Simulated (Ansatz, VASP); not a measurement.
**One calculation of TiSb, two programs**

```
Ti Sb
1.0
     4.10330    0.00000    0.00000
    -2.05165    3.55356    0.00000
     0.00000    0.00000    6.15793
Ti Sb
2 2
Direct
  0.00000 0.00000 0.00000
  0.00000 0.00000 0.50000
  0.33333 0.66667 0.25000
  0.66667 0.33333 0.75000
```

Change from the starting cell: zz strain of -2 %.

Alike in both runs: task single point; functional LDA; k mesh 12 × 12 × 7; occupations fermi-dirac, width 0.03 eV; no spin polarisation.

```csv
,VASP,Ansatz
version,VASP 6.6.1,Ansatz 0.2.0
potentials or method,"VASP PAW LDA potentials, release 64 (Ti_sv, Sb), cutoff 520 eV","all-electron LAPW, scalar-relativistic"
```

```csv
,VASP,Ansatz,Ansatz less VASP
pressure (GPa),-6.7,-6.9,-0.24
"traceless stress, the component that is largest in VASP (GPa)",0.51,0.48,-0.032
```

LDA's correlation is that of Perdew and Zunger in VASP and of Perdew and Wang (1992) in Ansatz. Ansatz ran all-electron here, and VASP with PAW potentials.

Spin-orbit coupling is off throughout.
